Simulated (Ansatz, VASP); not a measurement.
Two plane-wave programs on GaTeCl3

```
Ga Te Cl
1.0
     5.53026    0.00000    0.00000
     0.00000    5.53026    0.00000
     0.00000    0.00000    5.53026
Ga Te Cl
1 1 3
Direct
  0.00000 0.00000 0.00000
  0.50000 0.50000 0.50000
  0.00000 0.50000 0.50000
  0.50000 0.00000 0.50000
  0.50000 0.50000 0.00000
```

Alike in both runs: functional PBE; k mesh 8 × 8 × 8; occupations gaussian, width 0.1 eV; no spin polarisation.

Ansatz relaxed the structure, and its values are those at the end. VASP's run is a single point on that final structure, the one shown.

|  | VASP | Ansatz |
| --- | --- | --- |
| version | VASP 6.6.1 | Ansatz 0.2.0 |
| potentials or method | VASP PAW PBE potentials, release 64 (Ga_d, Te, Cl), cutoff 520 eV | scalar-relativistic, plane waves, PAW |
| valence electrons in the cell | 40 | 50 |

VASP gave:

- gap on the k mesh at the Fermi level (eV): none
- pressure (GPa): -0.1

Q: Which values does Ansatz return?

A: gap on the k mesh at the Fermi level (eV): none; pressure (GPa): 0.0.

A gap of «none» marks a metal or a gap that the smearing closes. VASP's potentials hold 40 valence electrons a cell and Ansatz's 50, so a difference there can come from the potentials and not from the codes.

Neither program's run includes spin-orbit coupling.
